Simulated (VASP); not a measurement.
# WS2 (P6_3/mmc) in VASP: further runs

The runs below take WS2 through single point, with LDA.

All numbers are computed with VASP 6.6.1; they aren't measurements. Logs are shortened: lines on timing, memory, paths and dates and some standing lists are left out, and cuts for length are marked.

## (1) The cell of the first run

Symmetry: P6_3/mmc, No. 194, hexagonal system. Conventional cell: a = 3.127 Å, b = 3.127 Å, c = 12.163 Å, α = 90.00°, β = 90.00°, γ = 120.00°. Within 3.2 Å of W (site symmetry -6m2) lie 6 S at 2.39 Å and 6 W at 3.13 Å. S (site symmetry 3m) has 3 W at 2.39 Å and 7 S at 3.12 to 3.13 Å within 3.2 Å.

## (2) Single point, LDA

INCAR

```
SYSTEM = WS2
ALGO = Normal ; EDIFF = 1E-7
ENCUT = 520 ; ISIF = 2
ISMEAR = 0 ; LASPH = .True.
LCHARG = .False. ; LREAL = .False.
LWAVE = .False. ; NBANDS = 35
NELM = 100 ; PREC = Accurate
SIGMA = 0.02
```

KPOINTS

```
k-points
0
Gamma
  12 12 2
  0 0 0
```

POSCAR

```
WS2
1.0
    3.1267848763      0.0000000028      0.0000000000
   -1.5633924406      2.7078751336      0.0000000000
    0.0000000000      0.0000000000     12.1626992007
W S
2 4
Direct
    0.3333333333      0.6666666667      0.2500000000
    0.6666666667      0.3333333333      0.7500000000
    0.3333333333      0.6666666667      0.6215753695
    0.6666666667      0.3333333333      0.1215753695
    0.3333333333      0.6666666667      0.8784246305
    0.6666666667      0.3333333333      0.3784246305
```

Potentials or basis: VASP PAW LDA potentials, release 64 (W_sv, S).

Command:

```console
$ cat potpaw_LDA.64/W_sv/POTCAR potpaw_LDA.64/S/POTCAR > POTCAR
$ mpirun -np 1 vasp_std > vasp.out
```

OUTCAR:

```text
SYSTEM = WS2
   EDIFF = 1E-7
   ENCUT = 520
   ISIF = 2
   ISMEAR = 0
   LASPH = .True.
   LREAL = .False.
   NELM = 100
   PREC = Accurate

 ion  position               nearest neighbor table
   1  0.333  0.667  0.250-   4 2.39   6 2.39   4 2.39   6 2.39   4 2.39   6 2.39
   2  0.667  0.333  0.750-   3 2.39   5 2.39   3 2.39   5 2.39   3 2.39   5 2.39
   3  0.333  0.667  0.622-   2 2.39   2 2.39   2 2.39
   4  0.667  0.333  0.122-   1 2.39   1 2.39   1 2.39
   5  0.333  0.667  0.878-   2 2.39   2 2.39   2 2.39
   6  0.667  0.333  0.378-   1 2.39   1 2.39   1 2.39

  LATTYP: Found a hexagonal cell.
 ALAT       =     3.1267848763
 C/A-ratio  =     3.8898420204

  Lattice vectors:

 A1 = (   3.1267848763,   0.0000000028,   0.0000000000)
 A2 = (  -1.5633924406,   2.7078751336,   0.0000000000)
 A3 = (   0.0000000000,   0.0000000000,  12.1626992007)

Analysis of symmetry for initial positions (statically):
=====================================================================
 Subroutine PRICEL returns:
 Original cell was already a primitive cell.

 Routine SETGRP: Setting up the symmetry group for a
 hexagonal supercell.

 Subroutine GETGRP returns: Found 24 space group operations
 (whereof 12 operations were pure point group operations)
 out of a pool of 24 trial point group operations.

The static configuration has the point symmetry D_3d.
 The point group associated with its full space group is D_6h.

Analysis of symmetry for dynamics (positions and initial velocities):
=====================================================================
 Subroutine PRICEL returns:
 Original cell was already a primitive cell.

 Routine SETGRP: Setting up the symmetry group for a
 hexagonal supercell.

 Subroutine GETGRP returns: Found 24 space group operations
 (whereof 12 operations were pure point group operations)
 out of a pool of 24 trial point group operations.

The dynamic configuration has the point symmetry D_3d.
 The point group associated with its full space group is D_6h.

 Subroutine INISYM returns: Found 24 space group operations
 (whereof 12 operations are pure point group operations),
 and found     1 'primitive' translations

----------------------------------------------------------------------------------------

                                     Primitive cell

  volume of cell :     102.9809

  direct lattice vectors                    reciprocal lattice vectors
     3.126784876  0.000000003  0.000000000     0.319817333  0.184646624  0.000000000
    -1.563392441  2.707875134  0.000000000    -0.000000000  0.369293247  0.000000000
     0.000000000  0.000000000 12.162699201     0.000000000  0.000000000  0.082218592

  length of vectors
     3.126784876  3.126784876 12.162699201     0.369293247  0.369293247  0.082218592

  position of ions in fractional coordinates (direct lattice)
     0.333333333  0.666666667  0.250000000
     0.666666667  0.333333333  0.750000000
     0.333333333  0.666666667  0.621575370
     0.666666667  0.333333333  0.121575370
     0.333333333  0.666666667  0.878424630
     0.666666667  0.333333333  0.378424630

  ion indices of the primitive-cell ions
   primitive index   ion index
                 1           1
                 2           2
                 3           3
                 4           4
                 5           5
                 6           6

----------------------------------------------------------------------------------------

 KPOINTS: k-points

Automatic generation of k-mesh.
 Grid dimensions read from file:
 generate k-points for:   12   12    2

 Generating k-lattice:

  Cartesian coordinates                     Fractional coordinates (reciprocal lattice)
     0.026651444  0.015387219  0.000000000     0.083333333  0.000000000  0.000000000
    -0.000000000  0.030774437  0.000000000     0.000000000  0.083333333  0.000000000
     0.000000000  0.000000000  0.041109296     0.000000000  0.000000000  0.500000000

  Length of vectors
     0.030774437  0.030774437  0.041109296

  Shift w.r.t. Gamma in fractional coordinates (k-lattice)
     0.000000000  0.000000000  0.000000000

 Subroutine IBZKPT returns following result:
 ===========================================

 Found     38 irreducible k-points:

 Following reciprocal coordinates:
            Coordinates               Weight
  0.000000  0.000000  0.000000      1.000000
  0.083333 -0.000000  0.000000      6.000000
  0.166667 -0.000000  0.000000      6.000000
  0.250000  0.000000  0.000000      6.000000
  0.333333 -0.000000  0.000000      6.000000
  0.416667  0.000000  0.000000      6.000000
[... 16 lines left out ...]
  0.250000  0.000000  0.500000      6.000000
  0.333333 -0.000000  0.500000      6.000000
 [... further k-points ...]
   k-points           NKPTS =     38   k-points in BZ     NKDIM =     38   number of bands    NBANDS=     35
   number of dos      NEDOS =    301   number of ions     NIONS =      6
   total plane-waves  NPLWV =  51840
   dimension x,y,z NGX =    24 NGY =   24 NGZ =   90
   dimension x,y,z NGXF=    48 NGYF=   48 NGZF=  180
   ions per type =               2   4
   NGX,Y,Z   is equivalent  to a cutoff of  12.76, 12.76, 12.30 a.u.
   NGXF,Y,Z  is equivalent  to a cutoff of  25.52, 25.52, 24.60 a.u.
 SYSTEM =  WS2
   PREC   = accura    normal or accurate (medium, high low for compatibility)
   ISTART =      0    job   : 0-new  1-cont  2-samecut
   ICHARG =      2    charge: 1-file 2-atom 10-const
   ISPIN  =      1    spin polarized calculation?
   LNONCOLLINEAR =      F non collinear calculations
   LSORBIT =      F    spin-orbit coupling
   LASPH  =      T    aspherical Exc in radial PAW
   ENCUT  =  520.0 eV  38.22 Ry    6.18 a.u.   5.81  5.81 22.61*2*pi/ulx,y,z
   NELM   =    100;   NELMIN=  2; NELMDL= -5     # of ELM steps
   EDIFF  = 0.1E-06   stopping-criterion for ELM
   LREAL  =      F    real-space projection
   EDIFFG = 0.1E-05   stopping-criterion for IOM
   NSW    =      0    number of steps for IOM
   IBRION =     -1    ionic relax: 0-MD 1-quasi-New 2-CG
   NFREE  =      0    steps in history (QN), initial steepest desc. (CG)
   ISIF   =      2    stress and relaxation
   ISYM   =      2    0-nonsym 1-usesym 2-fastsym
   POTIM  = 0.5000    time-step for ionic-motion
   TEBEG  =    0.0;   TEEND  =   0.0 temperature during run
   PSTRESS=    0.0 pullay stress
   NELECT =      52.0000    total number of electrons
   NUPDOWN=      -1.0000    fix difference up-down
   EMIN   =  10.00;   EMAX   =-10.00  energy-range for DOS
   EFERMI =   0.00;   METHOD = LEGACY
   ISMEAR =     0;   SIGMA  =   0.02  broadening in eV -4-tet -1-fermi 0-gaus
   EFERMI_NEDOS =   21; number of points for ismear=-14 and -15
   IALGO  =     38    algorithm
   IMIX   =      4    mixing-type and parameters
     AMIX     =   0.40;   BMIX     =  1.00
     AMIX_MAG =   1.60;   BMIX_MAG =  1.00
  volume/ion in A,a.u.               =      17.16       115.82
  Fermi-wavevector in a.u.,A,eV,Ry     =   1.303638  2.463519 23.122728  1.699473
  Thomas-Fermi vector in A             =   2.434627
   LORBIT       =      0    0 simple, 1 ext, 2 COOP (PROOUT), +10 PAW based schemes
   GGA     = CA    functional components
   LHFCALC =     F    Hartree Fock is set to
   AEXX    =    0.0000 exact exchange contribution
   IVDW    =     0    specifies the selected vdW correction
   LEPSILON=     F    determine dielectric tensor
   LRPA    =     F    only Hartree local field effects (RPA)
 non-spin polarized calculation
 Gauss-broadening in eV      SIGMA  =   0.02
  energy-cutoff  :      520.00
  volume of cell :      102.98
 maximum number of plane-waves:      2792
 NGX is ok and might be reduce to    24
   NGX = 11   NGY = 11   NGZ = 45

 number of electron      51.9999994 magnetization

 Free energy of the ion-electron system (eV)
  ---------------------------------------------------
  ext. energy  EPLUGINS =         0.00000000
  ---------------------------------------------------
  free energy    TOTEN  =       -52.52573459 eV

  energy without entropy =      -52.52573459  energy(sigma->0) =      -52.52573459

 E-fermi :   8.0975     XC(G=0): -11.4179

 val. band max:        7.7711564813   @ k =   0.0000   0.0000   0.0000
 cond. band min:       8.6254900574   @ k =   0.1667   0.1667   0.0000
 fundamental gap:      0.8543335761
 Fermi energy:         8.0974780181

 k-point     1 :       0.0000    0.0000    0.0000
  band No.  band energies     occupation
      1     -66.3785      2.00000
      2     -66.3785      2.00000
      3     -30.9409      2.00000
      4     -30.9408      2.00000
      5     -30.7203      2.00000
      6     -30.7203      2.00000
[... 27 lines left out ...]
     34      10.3894      0.00000
     35      12.6111      0.00000

 k-point     2 :       0.0833   -0.0000    0.0000
  band No.  band energies     occupation
      1     -66.3770      2.00000
      2     -66.3769      2.00000
      3     -30.9357      2.00000
      4     -30.9356      2.00000
      5     -30.7488      2.00000
      6     -30.7488      2.00000
[... 27 lines left out ...]
     34      10.3534      0.00000
     35      13.1739      0.00000

 k-point     3 :       0.1667   -0.0000    0.0000
  band No.  band energies     occupation
      1     -66.3728      2.00000
      2     -66.3728      2.00000
      3     -30.9215      2.00000
      4     -30.9214      2.00000
      5     -30.8260      2.00000
      6     -30.8260      2.00000
[... 27 lines left out ...]
     34      10.9171      0.00000
     35      14.2828      0.00000
[... 723 lines left out ...]
 k-point    23 :       0.2500    0.0000    0.5000
  band No.  band energies     occupation
      1     -66.3672      2.00000
      2     -66.3672      2.00000
      3     -30.9298      2.00000
      4     -30.9298      2.00000
      5     -30.9020      2.00000
      6     -30.9020      2.00000
[... 27 lines left out ...]
     34      11.3741      0.00000
     35      14.4198      0.00000

 k-point    24 :       0.3333   -0.0000    0.5000
  band No.  band energies     occupation
      1     -66.3616      2.00000
      2     -66.3616      2.00000
      3     -31.0318      2.00000
      4     -31.0318      2.00000
      5     -30.8825      2.00000
      6     -30.8825      2.00000
[... 27 lines left out ...]
     34      11.7338      0.00000
     35      13.6292      0.00000

 [... further k-points ...]

------------------------ aborting loop because EDIFF is reached ----------------------------------------

  FORCE on cell =-STRESS in cart. coord.  units (eV):
  Direction    XX          YY          ZZ          XY          YZ          ZX
  --------------------------------------------------------------------------------------
  -------------------------------------------------------------------------------------
  Total        0.2658463      0.2658463      0.2665441     -0.0000000      0.0000000      0.0000000
  in kB        4.1360382      4.1360382      4.1468958     -0.0000000      0.0000000      0.0000000
  external PRESSURE =       4.1396574 kB  Pullay stress =       0.0000000 kB

 VOLUME and BASIS-vectors are now :
 -----------------------------------------------------------------------------
  energy-cutoff  :      520.00
  volume of cell :      102.98
      direct lattice vectors                 reciprocal lattice vectors
     3.126784876  0.000000003  0.000000000     0.319817333  0.184646624  0.000000000
    -1.563392441  2.707875134  0.000000000    -0.000000000  0.369293247  0.000000000
     0.000000000  0.000000000 12.162699201     0.000000000  0.000000000  0.082218592

 POSITION                                       TOTAL-FORCE (eV/Angst)
 -----------------------------------------------------------------------------------
     -0.00000      1.80525      3.04067         0.000000     -0.000000     -0.000000
      1.56339      0.90263      9.12202        -0.000000     -0.000000     -0.000000
     -0.00000      1.80525      7.56003        -0.000000      0.000000     -0.049547
      1.56339      0.90263      1.47868         0.000000     -0.000000     -0.049547
     -0.00000      1.80525     10.68401        -0.000000      0.000000      0.049547
      1.56339      0.90263      4.60266        -0.000000     -0.000000      0.049547
 -----------------------------------------------------------------------------------
    total drift:                               -0.000000      0.000000     -0.000000

  FREE ENERGIE OF THE ION-ELECTRON SYSTEM (eV)
  ---------------------------------------------------
  free  energy   TOTEN  =       -52.5257345924 eV

  energy  without entropy=      -52.5257345924  energy(sigma->0) =      -52.52573459
```

Run time: 3.8 min. Hardware: 1 thread of AMD EPYC 7R13, shared host; peak memory 0.22 GiB.

Results:

- Free energy: -52.5257 eV
- Pressure: 0.4 GPa
- Largest force: 0.050 eV/Å
- Band gap on the k mesh: 0.85 eV (least direct gap 1.89 eV)

Forces on the atoms (eV/Å):
```
W    0.000  0.000  0.000
W    0.000  0.000  0.000
S    0.000  0.000 -0.050
S    0.000  0.000 -0.050
S    0.000  0.000  0.050
S    0.000  0.000  0.050
```

Caveat: spin-orbit coupling is left out, which moves the levels of the heavy elements.

## (3) Single point, LDA

INCAR

```
ALGO = Normal ; EDIFF = 1E-7
ENCUT = 520 ; ISIF = 2
ISMEAR = 0 ; LASPH = T
LCHARG = F ; LREAL = F
LWAVE = F ; NBANDS = 35
NELM = 80 ; PREC = Accurate
SIGMA = 0.02
```

KPOINTS

```
k-points
0
Gamma
  12 12 4
```

POSCAR is that of step 2.

Potentials or basis: VASP PAW LDA potentials, release 64 (W_sv, S).

Command:

```console
$ cat potpaw_LDA.64/W_sv/POTCAR potpaw_LDA.64/S/POTCAR > POTCAR
$ mpirun -np 1 vasp_std > vasp.out
```

Wall time 5.7 min (1 thread of AMD EPYC 7R13, shared host); peak memory 0.26 GiB.

It converged, with:

```
Free energy            : -52.5260 eV
Pressure               : 0.4 GPa
Largest force          : 0.050 eV/Å
Band gap on the k mesh : 0.85 eV (least direct gap 1.89 eV)
```

Forces in eV/Å, atoms in the order of the input:
```
W    0.000  0.000  0.000
W    0.000  0.000  0.000
S    0.000  0.000 -0.050
S    0.000  0.000 -0.050
S    0.000  0.000  0.050
S    0.000  0.000  0.050
```

Levels at points of the mesh, in eV from the valence-band top:
```
           k point  band 22  band 23  band 24  band 25  band 26  band 27  band 28  band 29  band 30  band 31
(0.00, 0.00, 0.00)    -2.24    -2.24    -1.45    -1.40     0.00     2.32     2.32     2.33     2.33     2.40
(0.50, 0.00, 0.00)    -2.81    -1.97    -1.78    -1.73    -1.59     2.33     2.38     2.56     2.94     3.06
(0.00, 0.00, 0.50)    -2.27    -2.27    -2.27    -0.33    -0.33     2.31     2.31     2.31     2.31     2.52
(0.50, 0.00, 0.50)    -2.96    -1.85    -1.85    -1.67    -1.67     2.35     2.35     2.78     2.78     3.39
```

Caveat: spin-orbit coupling is left out, which moves the levels of the heavy elements. A k mesh can miss the band edges.

## (4) Single point, LDA

INCAR

```
SYSTEM = WS2
PREC     = Accurate       ! precision mode
ENCUT    = 520            ! plane-wave cutoff, eV
EDIFF    = 1E-6           ! SCF threshold, eV
ISMEAR   = 0              ! smearing method
SIGMA    = 0.01           ! smearing width, eV
LREAL    = .False.        ! projectors in reciprocal space
LASPH    = .True.         ! aspherical terms in the spheres
NELM     = 80             ! most SCF steps
ALGO     = Normal         ! electronic algorithm
ISIF     = 2              ! what is computed and relaxed
LWAVE    = .False.        ! write WAVECAR
LCHARG   = .False.        ! write CHGCAR
GGA      = CA             ! functional
NBANDS   = 35             ! bands
```

KPOINTS

```
Automatic mesh
0
Gamma
  12 12 4
  0 0 0
```

POSCAR is that of step 3.

Command:

```console
$ cat potpaw_LDA.64/W_sv/POTCAR potpaw_LDA.64/S/POTCAR > POTCAR
$ mpirun -np 1 vasp_std > vasp.out
```

It took 5.6 min on 1 thread of AMD EPYC 7R13, shared host; peak memory 0.26 GiB.

It converged, with:

```
Free energy            : -52.5260 eV
Pressure               : 0.4 GPa
Largest force          : 0.049 eV/Å
Band gap on the k mesh : 0.85 eV (least direct gap 1.89 eV)
```

Forces on the atoms (eV/Å):
```
W    0.000  0.000  0.000
W    0.000  0.000  0.000
S    0.000  0.000 -0.049
S    0.000  0.000 -0.049
S    0.000  0.000  0.049
S    0.000  0.000  0.049
```

Levels at points of the mesh, in eV from the valence-band top:
| k point | band 22 | band 23 | band 24 | band 25 | band 26 | band 27 | band 28 | band 29 | band 30 | band 31 |
| --- | --- | --- | --- | --- | --- | --- | --- | --- | --- | --- |
| (0.00, 0.00, 0.00) | -2.24 | -2.24 | -1.45 | -1.40 | 0.00 | 2.32 | 2.32 | 2.33 | 2.33 | 2.40 |
| (0.50, 0.00, 0.00) | -2.81 | -1.97 | -1.78 | -1.73 | -1.59 | 2.33 | 2.38 | 2.56 | 2.94 | 3.06 |
| (0.00, 0.00, 0.50) | -2.27 | -2.27 | -2.27 | -0.33 | -0.33 | 2.31 | 2.31 | 2.31 | 2.31 | 2.52 |
| (0.50, 0.00, 0.50) | -2.96 | -1.85 | -1.85 | -1.67 | -1.67 | 2.35 | 2.35 | 2.78 | 2.78 | 3.39 |

Caveat: spin-orbit coupling is left out, which moves the levels of the heavy elements.

## (5) The runs side by side

```csv
k mesh,smearing,gap on the mesh (eV),pressure (GPa),largest force (eV/Å)
12 × 12 × 2,gaussian 0.02 eV,0.85,0.4,0.05
12 × 12 × 4,gaussian 0.02 eV,0.85,0.4,0.05
12 × 12 × 4,gaussian 0.01 eV,0.85,0.4,0.05
```

Alike in all rows: task single point; level LDA; potentials or basis VASP PAW LDA potentials, release 64 (W_sv, S); no spin polarisation; cell as given; cutoff (eV) 520.

Caveats: spin-orbit coupling is left out, which moves the levels of the heavy elements.

Total energies depend on the potentials used, so only differences within one code and one set of settings carry meaning.
